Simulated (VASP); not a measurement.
# CdF2 (Fm-3m) in VASP: further runs

CdF2 is run at these levels: LDA, PBEsol; tasks: single point.

Everything below comes from runs of VASP 6.6.1. Logs are shortened: lines on timing, memory, paths and dates and some standing lists are left out, and cuts for length are marked.

### 1 The cell of the first run

The structure is cubic, space group Fm-3m (No. 225). The conventional cell has a = 5.388 Å, b = 5.388 Å, c = 5.388 Å, α = 90.00°, β = 90.00°, γ = 90.00°. Cd (site symmetry m-3m) has 8 F at 2.33 Å within 3.1 Å. F (site symmetry -43m) has 4 Cd at 2.33 Å and 6 F at 2.69 Å within 3.1 Å.

### 2 Single point, LDA

Contents of INCAR:

```
PREC = Accurate
ENCUT = 600
EDIFF = 1E-6
ISMEAR = -1
SIGMA = 0.05
LREAL = F
LASPH = T
NELM = 120
ALGO = Normal
ISIF = 2
LWAVE = F
LCHARG = F
NBANDS = 24
GGA_COMPAT = F
```

Contents of KPOINTS:

```
Automatic mesh
0
Gamma
  9 9 9
```

Contents of POSCAR:

```
CdF2
1.0
    0.0000000000      2.6940000000      2.6940000000
    2.6940000000      0.0000000000      2.6940000000
    2.6940000000      2.6940000000      0.0000000000
Cd F
1 2
Direct
    0.0000000000      0.0000000000      0.0000000000
    0.7500000000      0.7500000000      0.7500000000
    0.2500000000      0.2500000000      0.2500000000
```

Potentials or basis: VASP PAW LDA potentials, release 64 (Cd_sv_GW, F).

On the command line:

```console
$ cat potpaw_LDA.64/Cd_sv_GW/POTCAR potpaw_LDA.64/F/POTCAR > POTCAR
$ mpirun -np 1 vasp_std > vasp.out
```

OUTCAR:

```text
PREC = Accurate
   ENCUT = 600
   EDIFF = 1E-6
   ISMEAR = -1
   LREAL = F
   LASPH = T
   NELM = 120
   ISIF = 2

 ion  position               nearest neighbor table
   1  0.000  0.000  0.000-
   2  0.750  0.750  0.750-
   3  0.250  0.250  0.250-

  LATTYP: Found a face centered cubic cell.
 ALAT       =     5.3880000000

  Lattice vectors:

 A1 = (   0.0000000000,   2.6940000000,   2.6940000000)
 A2 = (   2.6940000000,   0.0000000000,   2.6940000000)
 A3 = (   2.6940000000,   2.6940000000,   0.0000000000)

Analysis of symmetry for initial positions (statically):
=====================================================================
 Subroutine PRICEL returns:
 Original cell was already a primitive cell.

 Routine SETGRP: Setting up the symmetry group for a
 face centered cubic supercell.

 Subroutine GETGRP returns: Found 48 space group operations
[... 9 lines left out ...]

 Routine SETGRP: Setting up the symmetry group for a
 face centered cubic supercell.

 Subroutine GETGRP returns: Found 48 space group operations
[... 11 lines left out ...]
                                     Primitive cell

  volume of cell :      39.1041

  direct lattice vectors                    reciprocal lattice vectors
     0.000000000  2.694000000  2.694000000    -0.185597624  0.185597624  0.185597624
     2.694000000  0.000000000  2.694000000     0.185597624 -0.185597624  0.185597624
     2.694000000  2.694000000  0.000000000     0.185597624  0.185597624 -0.185597624

  length of vectors
     3.809891337  3.809891337  3.809891337     0.321464515  0.321464515  0.321464515

  position of ions in fractional coordinates (direct lattice)
     0.000000000  0.000000000  0.000000000
     0.750000000  0.750000000  0.750000000
     0.250000000  0.250000000  0.250000000

  ion indices of the primitive-cell ions
   primitive index   ion index
                 1           1
                 2           2
                 3           3

----------------------------------------------------------------------------------------

 KPOINTS: Automatic mesh

Automatic generation of k-mesh.
 Grid dimensions read from file:
 generate k-points for:    9    9    9

 Generating k-lattice:

  Cartesian coordinates                     Fractional coordinates (reciprocal lattice)
    -0.020621958  0.020621958  0.020621958     0.111111111  0.000000000  0.000000000
     0.020621958 -0.020621958  0.020621958     0.000000000  0.111111111  0.000000000
     0.020621958  0.020621958 -0.020621958     0.000000000  0.000000000  0.111111111

  Length of vectors
     0.035718279  0.035718279  0.035718279

  Shift w.r.t. Gamma in fractional coordinates (k-lattice)
     0.000000000  0.000000000  0.000000000

 Subroutine IBZKPT returns following result:
 ===========================================

 Found     35 irreducible k-points:

 Following reciprocal coordinates:
            Coordinates               Weight
  0.000000  0.000000  0.000000      1.000000
  0.111111  0.000000  0.000000      8.000000
  0.222222  0.000000  0.000000      8.000000
  0.333333  0.000000  0.000000      8.000000
  0.444444  0.000000  0.000000      8.000000
  0.111111  0.111111  0.000000      6.000000
[... 16 lines left out ...]
 -0.333333  0.333333  0.000000     12.000000
  0.444444  0.444444  0.000000      6.000000
 [... further k-points ...]
   k-points           NKPTS =     35   k-points in BZ     NKDIM =     35   number of bands    NBANDS=     24
   number of dos      NEDOS =    301   number of ions     NIONS =      3
   total plane-waves  NPLWV =  27000
   dimension x,y,z NGX =    30 NGY =   30 NGZ =   30
   dimension x,y,z NGXF=    60 NGYF=   60 NGZF=   60
   ions per type =               1   2
   NGX,Y,Z   is equivalent  to a cutoff of  13.09, 13.09, 13.09 a.u.
   NGXF,Y,Z  is equivalent  to a cutoff of  26.18, 26.18, 26.18 a.u.
 SYSTEM =  unknown system
   PREC   = accura    normal or accurate (medium, high low for compatibility)
   ISTART =      0    job   : 0-new  1-cont  2-samecut
   ICHARG =      2    charge: 1-file 2-atom 10-const
   ISPIN  =      1    spin polarized calculation?
   LNONCOLLINEAR =      F non collinear calculations
   LSORBIT =      F    spin-orbit coupling
   LASPH  =      T    aspherical Exc in radial PAW
   ENCUT  =  600.0 eV  44.10 Ry    6.64 a.u.   7.61  7.61  7.61*2*pi/ulx,y,z
   NELM   =    120;   NELMIN=  2; NELMDL= -5     # of ELM steps
   EDIFF  = 0.1E-05   stopping-criterion for ELM
   LREAL  =      F    real-space projection
   EDIFFG = 0.1E-04   stopping-criterion for IOM
   NSW    =      0    number of steps for IOM
   IBRION =     -1    ionic relax: 0-MD 1-quasi-New 2-CG
   NFREE  =      0    steps in history (QN), initial steepest desc. (CG)
   ISIF   =      2    stress and relaxation
   ISYM   =      2    0-nonsym 1-usesym 2-fastsym
   POTIM  = 0.5000    time-step for ionic-motion
   TEBEG  =    0.0;   TEEND  =   0.0 temperature during run
   PSTRESS=    0.0 pullay stress
   NELECT =      34.0000    total number of electrons
   NUPDOWN=      -1.0000    fix difference up-down
   EMIN   =  10.00;   EMAX   =-10.00  energy-range for DOS
   EFERMI =   0.00;   METHOD = LEGACY
   ISMEAR =    -1;   SIGMA  =   0.05  broadening in eV -4-tet -1-fermi 0-gaus
   EFERMI_NEDOS =   21; number of points for ismear=-14 and -15
   IALGO  =     38    algorithm
   IMIX   =      4    mixing-type and parameters
     AMIX     =   0.40;   BMIX     =  1.00
     AMIX_MAG =   1.60;   BMIX_MAG =  1.00
  volume/ion in A,a.u.               =      13.03        87.96
  Fermi-wavevector in a.u.,A,eV,Ry     =   1.562525  2.952743 33.218397  2.441483
  Thomas-Fermi vector in A             =   2.665430
   LORBIT       =      0    0 simple, 1 ext, 2 COOP (PROOUT), +10 PAW based schemes
   GGA     = CA    functional components
   LHFCALC =     F    Hartree Fock is set to
   AEXX    =    0.0000 exact exchange contribution
   IVDW    =     0    specifies the selected vdW correction
   LEPSILON=     F    determine dielectric tensor
   LRPA    =     F    only Hartree local field effects (RPA)
 non-spin polarized calculation
  energy-cutoff  :      600.00
  volume of cell :       39.10
 maximum number of plane-waves:      1324
   NGX = 15   NGY = 15   NGZ = 15

 number of electron      33.9999989 magnetization

 Free energy of the ion-electron system (eV)
  ---------------------------------------------------
  ext. energy  EPLUGINS =         0.00000000
  ---------------------------------------------------
  free energy    TOTEN  =       -12.78871699 eV

  energy without entropy =      -12.78871699  energy(sigma->0) =      -12.78871699

 E-fermi :   1.5256     XC(G=0): -11.2944

 val. band max:        0.2063790160   @ k =  -0.3333   0.4444   0.2222
 cond. band min:       3.0480912693   @ k =   0.0000   0.0000   0.0000
 fundamental gap:      2.8417122533
 Fermi energy:         1.5256007002

 k-point     1 :       0.0000    0.0000    0.0000
  band No.  band energies     occupation
      1     -97.5142      2.00000
      2     -58.9315      2.00000
      3     -58.9315      2.00000
      4     -58.9315      2.00000
      5     -20.2075      2.00000
      6     -19.0315      2.00000
[... 16 lines left out ...]
     23      19.7704      0.00000
     24      19.7704      0.00000

 k-point     2 :       0.1111    0.0000    0.0000
  band No.  band energies     occupation
      1     -97.5141      2.00000
      2     -58.9319      2.00000
      3     -58.9317      2.00000
      4     -58.9317      2.00000
      5     -20.1653      2.00000
      6     -19.0688      2.00000
[... 16 lines left out ...]
     23      19.4220      0.00000
     24      19.4220      0.00000

 k-point     3 :       0.2222    0.0000    0.0000
  band No.  band energies     occupation
      1     -97.5141      2.00000
      2     -58.9329      2.00000
      3     -58.9319      2.00000
      4     -58.9319      2.00000
      5     -20.0482      2.00000
      6     -19.1719      2.00000
[... 16 lines left out ...]
     23      18.8057      0.00000
     24      19.2844      0.00000

 k-point     4 :       0.3333    0.0000    0.0000
  band No.  band energies     occupation
      1     -97.5141      2.00000
      2     -58.9335      2.00000
      3     -58.9320      2.00000
      4     -58.9320      2.00000
      5     -19.8811      2.00000
      6     -19.3199      2.00000
[... 16 lines left out ...]
     23      18.3203      0.00000
     24      19.0360      0.00000

 k-point     5 :       0.4444    0.0000    0.0000
  band No.  band energies     occupation
      1     -97.5141      2.00000
      2     -58.9340      2.00000
      3     -58.9321      2.00000
      4     -58.9321      2.00000
      5     -19.6966      2.00000
      6     -19.4903      2.00000
[... 16 lines left out ...]
     23      18.0690      0.00000
     24      18.5237      0.00000

 k-point     6 :       0.1111    0.1111    0.0000
  band No.  band energies     occupation
      1     -97.5141      2.00000
      2     -58.9320      2.00000
      3     -58.9317      2.00000
      4     -58.9317      2.00000
      5     -20.1520      2.00000
      6     -19.0800      2.00000
[... 16 lines left out ...]
     23      19.2812      0.00000
     24      19.8502      0.00000
[... 379 lines left out ...]
 k-point    21 :       0.4444    0.3333    0.0000
  band No.  band energies     occupation
      1     -97.5141      2.00000
      2     -58.9338      2.00000
      3     -58.9326      2.00000
      4     -58.9325      2.00000
      5     -19.7483      2.00000
      6     -19.3995      2.00000
[... 16 lines left out ...]
     23      20.1118      0.00000
     24      20.4807      0.00000

 k-point    22 :      -0.4444    0.3333    0.0000
  band No.  band energies     occupation
      1     -97.5141      2.00000
      2     -58.9337      2.00000
      3     -58.9329      2.00000
      4     -58.9325      2.00000
      5     -19.6541      2.00000
      6     -19.4851      2.00000
[... 16 lines left out ...]
     23      20.3399      0.00000
     24      20.5962      0.00000

 k-point    23 :      -0.3333    0.3333    0.0000
  band No.  band energies     occupation
      1     -97.5141      2.00000
      2     -58.9334      2.00000
      3     -58.9333      2.00000
      4     -58.9324      2.00000
      5     -19.5846      2.00000
      6     -19.5621      2.00000
[... 16 lines left out ...]
     23      19.2671      0.00000
     24      21.3608      0.00000

 k-point    24 :       0.4444    0.4444    0.0000
  band No.  band energies     occupation
      1     -97.5141      2.00000
      2     -58.9342      2.00000
      3     -58.9326      2.00000
      4     -58.9326      2.00000
      5     -19.7197      2.00000
      6     -19.4134      2.00000
[... 16 lines left out ...]
     23      19.5099      0.00000
     24      20.7074      0.00000

 [... further k-points ...]
[... 5 lines left out ...]
  --------------------------------------------------------------------------------------
  -------------------------------------------------------------------------------------
  Total       -1.5376862     -1.5376862     -1.5376862      0.0000000      0.0000000      0.0000000
  in kB      -63.0021750    -63.0021750    -63.0021750      0.0000000      0.0000000      0.0000000
  external PRESSURE =     -63.0021750 kB  Pullay stress =       0.0000000 kB

 VOLUME and BASIS-vectors are now :
 -----------------------------------------------------------------------------
  energy-cutoff  :      600.00
  volume of cell :       39.10
      direct lattice vectors                 reciprocal lattice vectors
     0.000000000  2.694000000  2.694000000    -0.185597624  0.185597624  0.185597624
     2.694000000  0.000000000  2.694000000     0.185597624 -0.185597624  0.185597624
     2.694000000  2.694000000  0.000000000     0.185597624  0.185597624 -0.185597624

 POSITION                                       TOTAL-FORCE (eV/Angst)
 -----------------------------------------------------------------------------------
      0.00000      0.00000      0.00000        -0.000000     -0.000000     -0.000000
      4.04100      4.04100      4.04100         0.000000     -0.000000      0.000000
      1.34700      1.34700      1.34700        -0.000000      0.000000     -0.000000
 -----------------------------------------------------------------------------------
    total drift:                                0.000000     -0.000000     -0.000000

  FREE ENERGIE OF THE ION-ELECTRON SYSTEM (eV)
  ---------------------------------------------------
  free  energy   TOTEN  =       -12.7887169920 eV

  energy  without entropy=      -12.7887169920  energy(sigma->0) =      -12.78871699
```

Run time: 16 s. Hardware: 1 thread of Intel Xeon 6975P-C (Granite Rapids), shared host; peak memory 0.18 GiB.

Results:

| Property | Result |
| --- | --- |
| Free energy | -12.7887 eV |
| Pressure | -6.3 GPa |
| Band gap on the k mesh | 2.84 eV, indirect (least direct gap 3.29 eV) |

### 3 Single point, PBEsol

This run uses another cell than the first one, of 12.05 Å³/atom, 0.924 times its volume.

INCAR: that of step 2 with these lines changed.

```diff
@@ -12,2 +12,3 @@
 LCHARG = F
+GGA = PS
 NBANDS = 24
```

KPOINTS is that of step 2.

Contents of POSCAR:

```
CdF2
1.0
    0.0000000000      2.6240330839      2.6240330839
    2.6240330839      0.0000000000      2.6240330839
    2.6240330839      2.6240330839      0.0000000000
Cd F
1 2
Direct
    0.0000000000      0.0000000000      0.0000000000
    0.7500000000      0.7500000000      0.7500000000
    0.2500000000      0.2500000000      0.2500000000
```

Potentials or basis: VASP PAW PBE potentials, release 64 (Cd_sv_GW, F).

On the command line:

```console
$ cat potpaw_PBE.64/Cd_sv_GW/POTCAR potpaw_PBE.64/F/POTCAR > POTCAR
$ mpirun -np 1 vasp_std > vasp.out
```

Run time: 23 s. Hardware: 1 thread of Intel Xeon 6975P-C (Granite Rapids), shared host; peak memory 0.2 GiB.

It converged, with:

```
Free energy            : -11.6302 eV
Pressure               : 9.3 GPa
Band gap on the k mesh : 3.22 eV, indirect (least direct gap 3.57 eV)
```

Levels at points of the mesh, in eV from the valence-band top:
```tsv
k point	band 14	band 15	band 16	band 17	band 18	band 19	band 20	band 21
(0.00, 0.00, 0.00)	-1.20	-0.35	-0.35	-0.35	3.22	12.87	12.87	12.87
```

Caveat: the PAW data sets were made with another functional, which shifts forces and pressure a little.

### 4 Single point, PBEsol

This run uses another cell than the first one, of 12.47 Å³/atom, 0.957 times its volume.

Contents of INCAR:

```
  PREC = Accurate
  ENCUT = 600
  EDIFF = 1E-6
  ISMEAR = -1
  SIGMA = 0.05
  LREAL = False
  LASPH = True
  NELM = 120
  ALGO = Normal
  ISIF = 2
  LWAVE = False
  LCHARG = True
  GGA = PS
  LELF = True
  LVHAR = True
  NBANDS = 24
  GGA_COMPAT = False
```

Contents of KPOINTS:

```
regular mesh
0
Gamma
  9 9 9
```

Contents of POSCAR:

```
CdF2
1.0
    0.0000000000      2.6548358440      2.6548358440
    2.6548358440      0.0000000000      2.6548358440
    2.6548358440      2.6548358440      0.0000000000
Cd F
1 2
Direct
    0.0000000000      0.0000000000      0.0000000000
    0.7500000000      0.7500000000      0.7500000000
    0.2500000000      0.2500000000      0.2500000000
```

On the command line:

```console
$ cat potpaw_PBE.64/Cd_sv_GW/POTCAR potpaw_PBE.64/F/POTCAR > POTCAR
$ mpirun -np 1 vasp_std > vasp.out
```

Run time: 20 s. Hardware: 1 thread of Intel Xeon 6975P-C (Granite Rapids), shared host; peak memory 0.2 GiB.

It converged, with:

```yaml
Free_energy: -11.6912 eV
Pressure: 4.3 GPa
Band_gap_on_the_k_mesh: 3.10 eV, indirect (least direct gap 3.50 eV)
```

Levels at points of the mesh, in eV from the valence-band top:
| k point | band 13 | band 14 | band 15 | band 16 | band 17 | band 18 | band 19 | band 20 | band 21 | band 22 |
| --- | --- | --- | --- | --- | --- | --- | --- | --- | --- | --- |
| (0.00, 0.00, 0.00) | -1.09 | -1.09 | -0.40 | -0.40 | -0.40 | 3.10 | 12.72 | 12.72 | 12.72 | 17.82 |

Caveat: the PAW data sets were made with another functional, which shifts forces and pressure a little. As with any semilocal functional, this PBEsol gap is likely too small.

### 5 The runs side by side

```csv
level,potentials or basis,cell,gap on the mesh (eV),pressure (GPa)
LDA,"VASP PAW LDA potentials, release 64 (Cd_sv_GW, F)","a = 3.810 Å, angles 60.0°, 3 atoms",2.84,-6.3
PBEsol,"VASP PAW PBE potentials, release 64 (Cd_sv_GW, F)","a = 3.711 Å, angles 60.0°, 3 atoms",3.22,9.3
PBEsol,"VASP PAW PBE potentials, release 64 (Cd_sv_GW, F)","a = 3.755 Å, angles 60.0°, 3 atoms",3.10,4.3
```

Alike in all rows: task single point; no spin polarisation; k mesh 9 × 9 × 9; cutoff (eV) 600; smearing fermi-dirac 0.05 eV.

Caveats: the PAW data sets were made with another functional, which shifts forces and pressure a little (some runs).

Absolute energies hang on the potentials; compare differences alone.
